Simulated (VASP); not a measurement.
Si3N4:

```
CELL_PARAMETERS angstrom
0.00000 3.89462 3.89462
3.89462 0.00000 3.89462
3.89462 3.89462 0.00000
ATOMIC_POSITIONS crystal
Si 0.12500 0.12500 0.62500
Si 0.12500 0.62500 0.12500
Si 0.62500 0.12500 0.12500
Si 0.12500 0.12500 0.12500
Si 0.75000 0.75000 0.75000
Si 0.50000 0.50000 0.50000
N 0.36754 0.36754 0.36754
N 0.35263 0.88246 0.88246
N 0.88246 0.88246 0.35263
N 0.88246 0.35263 0.88246
N 0.36754 0.36754 0.89737
N 0.36754 0.89737 0.36754
N 0.88246 0.88246 0.88246
N 0.89737 0.36754 0.36754
```

| Item | Value |
| --- | --- |
| Program | VASP 6.6.1 |
| Task | relaxation of cell and atoms |
| Functional | PBEsol |
| Potentials or basis | VASP PAW PBE potentials, release 64 (Si, N) |
| Cutoff | 600 eV |
| k mesh | 6 × 6 × 6 |
| Occupations | gaussian, width 0.02 eV |
| Spin | no spin polarisation |

At the start: pressure -5.1 GPa; volume 8.44 Å³/atom.

**Question.** How do energy, volume and symmetry change on relaxing?

**Answer.** Over 6 steps the energy falls by 2.3 meV/atom and the volume is 8.29 Å³/atom (-1.7 %); space group Fd-3m (No. 227, to 0.05 Å).

Step by step:
```
step  energy change (eV)  largest force (eV/Å)  pressure (GPa)  volume (Å³)
   1              0.0000                0.0497           -5.09       118.15
   2              0.0263                0.2087            7.29       113.62
   3             -0.0320                0.0564           -0.06       116.19
   4             -0.0320                0.0587            0.05       116.15
   5             -0.0320                0.0568            0.13       116.09
   6             -0.0323                0.0022            0.08       116.12
```

Final structure:
```
Si N
1.0
     0.00000    3.87220    3.87220
     3.87220    0.00000    3.87220
     3.87220    3.87220    0.00000
Si N
6 8
Cartesian
  2.9041 2.9041 0.9680
  2.9041 0.9680 2.9041
  0.9680 2.9041 2.9041
  0.9680 0.9680 0.9680
  5.8083 5.8083 5.8083
  3.8722 3.8722 3.8722
  2.8465 2.8465 2.8465
  6.8340 4.7826 4.7826
  4.7826 4.7826 6.8340
  4.7826 6.8340 4.7826
  4.8979 4.8979 2.8465
  4.8979 2.8465 4.8979
  6.8340 6.8340 6.8340
  2.8465 4.8979 4.8979
```

Caveat: the PAW data sets were made with another functional, which shifts forces and pressure a little.
